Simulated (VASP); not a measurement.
The system is SnTe.

```
CELL_PARAMETERS angstrom
0.00000 3.19231 3.19231
3.19231 0.00000 3.19231
3.19231 3.19231 0.00000
ATOMIC_POSITIONS crystal
Te 0.50000 0.50000 0.50000
Sn 0.00000 0.00000 0.00000
```

Base run:

* Program: VASP 6.6.1
* Functional: PBEsol
* Dispersion: D3(BJ)
* Potentials or basis: VASP PAW PBE potentials, release 64 (Te, Sn_d)
* Cutoff: 520 eV
* k mesh: 7 × 7 × 7
* Occupations: fermi-dirac, width 0.05 eV
* Spin: no spin polarisation

Its results: pressure -3.8 GPa.

**Question.** After a change of settings the same cell gave: pressure -2.3 GPa. Which change was it?
A. functional from PBEsol to r2SCAN; dispersion from D3(BJ) to rVV10
B. functional from PBEsol to r2SCAN; dispersion from D3(BJ) to none
C. functional from PBEsol to revPBE
D. functional from PBEsol to BLYP; dispersion from D3(BJ) to D4

**Answer.** C.

revPBE binds less tightly than PBEsol, so the same cell stands under more pressure.

Caveats: the PAW data sets were made with another functional, which shifts forces and pressure a little.
